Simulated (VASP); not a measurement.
Input of a VASP 6.6.1 run:

File INCAR:

```
SYSTEM = AlRu
  PREC = Accurate
  ENCUT = 520
  EDIFF = 1E-7
  ISMEAR = -1
  SIGMA = 0.08
  LREAL = .False.
  LASPH = .True.
  NELM = 60
  ALGO = Normal
  ISIF = 2
  LWAVE = .False.
  LCHARG = .False.
  GGA = PE
  NBANDS = 16
```

KPOINTS

```
regular mesh
0
Gamma
  14 14 14
  0 0 0
```

POSCAR

```
AlRu
1.0
    0.0000000000      2.4921758264      2.4921758264
    2.4921758264      0.0000000000      2.4921758264
    2.4921758264      2.4921758264      0.0000000000
Ru Al
1 1
Direct
    0.0000000000      0.0000000000      0.0000000000
    0.5000000000      0.5000000000      0.5000000000
```

Potentials or basis: VASP PAW PBE potentials, release 64 (Ru_pv, Al).

Launch:

```sh
$ cat potpaw_PBE.64/Ru_pv/POTCAR potpaw_PBE.64/Al/POTCAR > POTCAR
$ mpirun -np 1 vasp_std > vasp.out
```

Problem. What does it give for the pressure?

Solution. 0.0 GPa.
